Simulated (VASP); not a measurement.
# SrO (R3m) in VASP: single point with PBE

Aim: the single point of SrO with PBE.

All numbers are computed with VASP 6.6.1; they aren't measurements. Logs are shortened: lines on timing, memory, paths and dates and some standing lists are left out, and cuts for length are marked.

## 1. The cell of the first run

The structure is trigonal, space group R3m (No. 160). The conventional cell has a = 3.949 Å, b = 3.949 Å, c = 9.851 Å, α = 90.00°, β = 90.00°, γ = 120.00°. Sr (site symmetry 3m) has 4 O at 2.43 to 2.44 Å within 3.2 Å. Within 3.2 Å of O (site symmetry 3m) lie 4 Sr at 2.43 to 2.44 Å.

## 2. Single point, PBE (strain along [111] +1.8%)

INCAR

```
  ALGO = Normal
  EDIFF = 1E-6
  ENCUT = 520
  GGA = PE
  ISIF = 2
  ISMEAR = -1
  LASPH = True
  LCHARG = False
  LREAL = False
  LWAVE = False
  NBANDS = 15
  NELM = 100
  PREC = Accurate
  SIGMA = 0.02
```

KPOINTS

```
k-points
0
Gamma
  8 8 8
```

POSCAR

```
SrO
1.0
    0.0342519743      2.8265324913      2.8265324913
    2.8265324913      0.0342519743      2.8265324913
    2.8265324913      2.8265324913      0.0342519743
Sr O
1 1
Direct
    0.0010233358      0.0010233358      0.0010233358
    0.2489766642      0.2489766642      0.2489766642
```

Potentials or basis: VASP PAW PBE potentials, release 64 (Sr_sv, O).

On the command line:

```sh
cat potpaw_PBE.64/Sr_sv/POTCAR potpaw_PBE.64/O/POTCAR > POTCAR
mpirun -np 1 vasp_std > vasp.out
```

OUTCAR:

```text
EDIFF = 1E-6
   ENCUT = 520
   GGA = PE
   ISIF = 2
   ISMEAR = -1
   LASPH = True
   LREAL = False
   NELM = 100
   PREC = Accurate

 ion  position               nearest neighbor table
   1  0.001  0.001  0.001-   2 2.43   2 2.43   2 2.43   2 2.44
   2  0.249  0.249  0.249-   1 2.43   1 2.43   1 2.43   1 2.44

  LATTYP: Found a trigonal (rhomboedric) cell.
 ALAT       =     3.9974673290
 COS(alpha) =     0.5120804204

  Lattice vectors:

 A1 = (   0.0342519743,   2.8265324913,   2.8265324913)
 A2 = (   2.8265324913,   0.0342519743,   2.8265324913)
 A3 = (   2.8265324913,   2.8265324913,   0.0342519743)

Analysis of symmetry for initial positions (statically):
=====================================================================
 Subroutine PRICEL returns:
 Original cell was already a primitive cell.

 Routine SETGRP: Setting up the symmetry group for a
 trigonal (rhombohedral) supercell.

 Subroutine GETGRP returns: Found  6 space group operations
 (whereof  6 operations were pure point group operations)
 out of a pool of 12 trial point group operations.

The static configuration has the point symmetry C_3v.

Analysis of symmetry for dynamics (positions and initial velocities):
=====================================================================
 Subroutine PRICEL returns:
 Original cell was already a primitive cell.

 Routine SETGRP: Setting up the symmetry group for a
 trigonal (rhombohedral) supercell.

 Subroutine GETGRP returns: Found  6 space group operations
 (whereof  6 operations were pure point group operations)
 out of a pool of 12 trial point group operations.

The dynamic configuration has the point symmetry C_3v.

 Subroutine INISYM returns: Found  6 space group operations
 (whereof  6 operations are pure point group operations),
 and found     1 'primitive' translations

----------------------------------------------------------------------------------------

                                     Primitive cell

  volume of cell :      44.3430

  direct lattice vectors                    reciprocal lattice vectors
     0.034251974  2.826532491  2.826532491    -0.180143527  0.177986681  0.177986681
     2.826532491  0.034251974  2.826532491     0.177986681 -0.180143527  0.177986681
     2.826532491  2.826532491  0.034251974     0.177986681  0.177986681 -0.180143527

  length of vectors
     3.997467329  3.997467329  3.997467329     0.309532239  0.309532239  0.309532239

  position of ions in fractional coordinates (direct lattice)
     0.001023336  0.001023336  0.001023336
     0.248976664  0.248976664  0.248976664

  ion indices of the primitive-cell ions
   primitive index   ion index
                 1           1
                 2           2

----------------------------------------------------------------------------------------

 KPOINTS: k-points

Automatic generation of k-mesh.
 Grid dimensions read from file:
 generate k-points for:    8    8    8

 Generating k-lattice:

  Cartesian coordinates                     Fractional coordinates (reciprocal lattice)
    -0.022517941  0.022248335  0.022248335     0.125000000  0.000000000  0.000000000
     0.022248335 -0.022517941  0.022248335     0.000000000  0.125000000  0.000000000
     0.022248335  0.022248335 -0.022517941     0.000000000  0.000000000  0.125000000

  Length of vectors
     0.038691530  0.038691530  0.038691530

  Shift w.r.t. Gamma in fractional coordinates (k-lattice)
     0.000000000  0.000000000  0.000000000

 Subroutine IBZKPT returns following result:
 ===========================================

 Found     65 irreducible k-points:

 Following reciprocal coordinates:
            Coordinates               Weight
  0.000000  0.000000  0.000000      1.000000
  0.125000  0.000000  0.000000      6.000000
  0.250000  0.000000  0.000000      6.000000
  0.375000  0.000000  0.000000      6.000000
  0.500000  0.000000  0.000000      3.000000
  0.125000  0.125000  0.000000      6.000000
[... 16 lines left out ...]
  0.250000  0.125000  0.125000      6.000000
  0.375000  0.125000  0.125000      6.000000
 [... further k-points ...]
   k-points           NKPTS =     65   k-points in BZ     NKDIM =     65   number of bands    NBANDS=     15
   number of dos      NEDOS =    301   number of ions     NIONS =      2
   total plane-waves  NPLWV =  27000
   dimension x,y,z NGX =    30 NGY =   30 NGZ =   30
   dimension x,y,z NGXF=    60 NGYF=   60 NGZF=   60
   ions per type =               1   1
   NGX,Y,Z   is equivalent  to a cutoff of  12.48, 12.48, 12.48 a.u.
   NGXF,Y,Z  is equivalent  to a cutoff of  24.95, 24.95, 24.95 a.u.
 SYSTEM =  unknown system
   PREC   = accura    normal or accurate (medium, high low for compatibility)
   ISTART =      0    job   : 0-new  1-cont  2-samecut
   ICHARG =      2    charge: 1-file 2-atom 10-const
   ISPIN  =      1    spin polarized calculation?
   LNONCOLLINEAR =      F non collinear calculations
   LSORBIT =      F    spin-orbit coupling
   LASPH  =      T    aspherical Exc in radial PAW
   ENCUT  =  520.0 eV  38.22 Ry    6.18 a.u.   7.43  7.43  7.43*2*pi/ulx,y,z
   NELM   =    100;   NELMIN=  2; NELMDL= -5     # of ELM steps
   EDIFF  = 0.1E-05   stopping-criterion for ELM
   LREAL  =      F    real-space projection
   EDIFFG = 0.1E-04   stopping-criterion for IOM
   NSW    =      0    number of steps for IOM
   IBRION =     -1    ionic relax: 0-MD 1-quasi-New 2-CG
   NFREE  =      0    steps in history (QN), initial steepest desc. (CG)
   ISIF   =      2    stress and relaxation
   ISYM   =      2    0-nonsym 1-usesym 2-fastsym
   POTIM  = 0.5000    time-step for ionic-motion
   TEBEG  =    0.0;   TEEND  =   0.0 temperature during run
   PSTRESS=    0.0 pullay stress
   NELECT =      16.0000    total number of electrons
   NUPDOWN=      -1.0000    fix difference up-down
   EMIN   =  10.00;   EMAX   =-10.00  energy-range for DOS
   EFERMI =   0.00;   METHOD = LEGACY
   ISMEAR =    -1;   SIGMA  =   0.02  broadening in eV -4-tet -1-fermi 0-gaus
   EFERMI_NEDOS =   21; number of points for ismear=-14 and -15
   IALGO  =     38    algorithm
   IMIX   =      4    mixing-type and parameters
     AMIX     =   0.40;   BMIX     =  1.00
     AMIX_MAG =   1.60;   BMIX_MAG =  1.00
  volume/ion in A,a.u.               =      22.17       149.62
  Fermi-wavevector in a.u.,A,eV,Ry     =   1.165484  2.202445 18.481514  1.358353
  Thomas-Fermi vector in A             =   2.302009
   LORBIT       =      0    0 simple, 1 ext, 2 COOP (PROOUT), +10 PAW based schemes
   GGA     = PE    functional components
   LHFCALC =     F    Hartree Fock is set to
   AEXX    =    0.0000 exact exchange contribution
   IVDW    =     0    specifies the selected vdW correction
   LEPSILON=     F    determine dielectric tensor
   LRPA    =     F    only Hartree local field effects (RPA)
 non-spin polarized calculation
  energy-cutoff  :      520.00
  volume of cell :       44.34
 maximum number of plane-waves:      1243
 NGX is ok and might be reduce to    30
   NGX = 15   NGY = 15   NGZ = 15

 number of electron      16.0000003 magnetization

 Free energy of the ion-electron system (eV)
  ---------------------------------------------------
  ext. energy  EPLUGINS =         0.00000000
  ---------------------------------------------------
  free energy    TOTEN  =       -11.76428911 eV

  energy without entropy =      -11.76428911  energy(sigma->0) =      -11.76428911

 E-fermi :   0.7124     XC(G=0):  -8.5494

 val. band max:        0.2154208630   @ k =  -0.2500   0.5000   0.2500
 cond. band min:       2.6910538485   @ k =   0.0000   0.0000   0.0000
 fundamental gap:      2.4756329855
 Fermi energy:         0.7124494305

 k-point     1 :       0.0000    0.0000    0.0000
  band No.  band energies     occupation
      1     -32.0646      2.00000
      2     -14.5381      2.00000
      3     -13.9584      2.00000
      4     -13.9584      2.00000
      5     -13.9566      2.00000
      6      -0.6270      2.00000
      7      -0.5758      2.00000
      8      -0.5758      2.00000
      9       2.6911      0.00000
     10       8.1849      0.00000
     11       8.1849      0.00000
     12       9.4508      0.00000
     13       9.5061      0.00000
     14       9.5061      0.00000
     15      14.8785      0.00000

 k-point     2 :       0.1250    0.0000    0.0000
  band No.  band energies     occupation
      1     -32.0564      2.00000
      2     -14.8967      2.00000
      3     -13.9727      2.00000
      4     -13.9713      2.00000
      5     -13.6276      2.00000
      6      -0.6894      2.00000
      7      -0.5662      2.00000
      8      -0.5273      2.00000
      9       3.2032      0.00000
     10       7.8523      0.00000
     11       7.9052      0.00000
     12       9.1629      0.00000
     13       9.8182      0.00000
     14       9.8656      0.00000
     15      13.7575      0.00000

 k-point     3 :       0.2500    0.0000    0.0000
  band No.  band energies     occupation
      1     -32.0364      2.00000
      2     -15.3714      2.00000
      3     -14.0023      2.00000
      4     -14.0008      2.00000
      5     -13.2387      2.00000
      6      -0.7417      2.00000
      7      -0.4471      2.00000
      8      -0.4194      2.00000
      9       4.2636      0.00000
     10       7.5258      0.00000
     11       7.6630      0.00000
     12       8.4858      0.00000
     13      10.1470      0.00000
     14      10.2399      0.00000
     15      12.3124      0.00000
[... 343 lines left out ...]
 k-point    23 :       0.2500    0.1250    0.1250
  band No.  band energies     occupation
      1     -32.0452      2.00000
      2     -15.2056      2.00000
      3     -14.0330      2.00000
      4     -13.9776      2.00000
      5     -13.3267      2.00000
      6      -0.7900      2.00000
      7      -0.4782      2.00000
      8      -0.4290      2.00000
      9       3.8553      0.00000
     10       7.3809      0.00000
     11       7.7050      0.00000
     12       9.1471      0.00000
     13       9.8387      0.00000
     14      10.2562      0.00000
     15      12.9857      0.00000

 k-point    24 :       0.3750    0.1250    0.1250
  band No.  band energies     occupation
      1     -32.0252      2.00000
      2     -15.5598      2.00000
      3     -14.1050      2.00000
      4     -14.0086      2.00000
      5     -13.0170      2.00000
      6      -0.7101      2.00000
      7      -0.3671      2.00000
      8      -0.3472      2.00000
      9       4.7701      0.00000
     10       7.2592      0.00000
     11       7.3187      0.00000
     12       8.6381      0.00000
     13      10.2028      0.00000
     14      10.4554      0.00000
     15      12.2233      0.00000

 [... further k-points ...]

------------------------ aborting loop because EDIFF is reached ----------------------------------------

  FORCE on cell =-STRESS in cart. coord.  units (eV):
  Direction    XX          YY          ZZ          XY          YZ          ZX
  --------------------------------------------------------------------------------------
  -------------------------------------------------------------------------------------
  Total        0.0685908      0.0685908      0.0685908     -0.0919536     -0.0919536     -0.0919536
  in kB        2.4782846      2.4782846      2.4782846     -3.3224154     -3.3224154     -3.3224154
  external PRESSURE =       2.4782846 kB  Pullay stress =       0.0000000 kB

 VOLUME and BASIS-vectors are now :
 -----------------------------------------------------------------------------
  energy-cutoff  :      520.00
  volume of cell :       44.34
      direct lattice vectors                 reciprocal lattice vectors
     0.034251974  2.826532491  2.826532491    -0.180143527  0.177986681  0.177986681
     2.826532491  0.034251974  2.826532491     0.177986681 -0.180143527  0.177986681
     2.826532491  2.826532491  0.034251974     0.177986681  0.177986681 -0.180143527

 POSITION                                       TOTAL-FORCE (eV/Angst)
 -----------------------------------------------------------------------------------
      0.00582      0.00582      0.00582        -0.002029     -0.002029     -0.002029
      1.41601      1.41601      1.41601         0.002029      0.002029      0.002029
 -----------------------------------------------------------------------------------
    total drift:                                0.000152      0.000152      0.000152

  FREE ENERGIE OF THE ION-ELECTRON SYSTEM (eV)
  ---------------------------------------------------
  free  energy   TOTEN  =       -11.7642891137 eV

  energy  without entropy=      -11.7642891137  energy(sigma->0) =      -11.76428911
```

Wall time 35 s (1 thread of Intel Xeon Platinum 8259CL at 2.50GHz (Skylake/Cascade Lake), shared host); peak memory 0.19 GiB.

Results:

* Free energy: -11.7643 eV
* Pressure: 0.2 GPa
* Largest force: 0.004 eV/Å
* Band gap on the k mesh: 2.48 eV, indirect (least direct gap 3.27 eV)

Forces in eV/Å, atoms in the order of the input:
```
Sr  -0.002 -0.002 -0.002
O    0.002  0.002  0.002
```

Stress tensor (GPa, compression positive):
```
 0.25 -0.33 -0.33
-0.33  0.25 -0.33
-0.33 -0.33  0.25
```

Caveat: the cell differs from its parent crystal (strain along [111] +1.8%).
